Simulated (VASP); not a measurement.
The system is InTe4.

```
In Te
1.0
     6.42690    0.00000    0.00000
    -3.21345    5.56586    0.00000
     0.00000    0.00000    5.94598
In Te
1 4
Cartesian
  0.0000 0.0000 2.9730
  3.2135 0.0000 0.0000
  -1.6067 2.7829 0.0000
  1.6067 2.7829 0.0000
  0.0000 0.0000 0.0000
```

The cell was generated, and may not be a known phase.

| Property | Result |
| --- | --- |
| Program | VASP 6.6.1 |
| Task | relaxation of cell and atoms |
| Functional | PBE |
| Potentials or basis | VASP PAW PBE potentials, release 64 (In_d, Te) |
| Cutoff | 600 eV |
| k mesh | 6 × 6 × 6 |
| Occupations | gaussian, width 0.1 eV |
| Spin | no spin polarisation |

At the start: pressure 0.7 GPa; volume 42.54 Å³/atom.

**Question.** Where does the relaxation end?

**Answer.** Over 6 steps the energy falls by 8.1 meV/atom and the volume is 44.41 Å³/atom (+4.4 %); space group P6/mmm (No. 191, to 0.1 Å) before and after.

The path:
| step | energy change (eV) | largest force (eV/Å) | pressure (GPa) | volume (Å³) |
| --- | --- | --- | --- | --- |
| 1 | 0.0000 | 0.0000 | 0.75 | 212.70 |
| 2 | -0.0344 | 0.0000 | 0.17 | 218.86 |
| 3 | -0.0395 | 0.0000 | -0.18 | 223.38 |
| 4 | -0.0397 | 0.0000 | -0.14 | 222.84 |
| 5 | -0.0405 | 0.0000 | 0.07 | 221.76 |
| 6 | -0.0406 | 0.0000 | 0.00 | 222.04 |

Final structure:
```
In Te
1.0
     6.44535    0.00000    0.00000
    -3.22267    5.58183    0.00000
     0.00000    0.00000    6.17162
In Te
1 4
Cartesian
  0.0000 0.0000 3.0858
  3.2227 0.0000 0.0000
  -1.6113 2.7909 0.0000
  1.6113 2.7909 0.0000
  0.0000 0.0000 0.0000
```
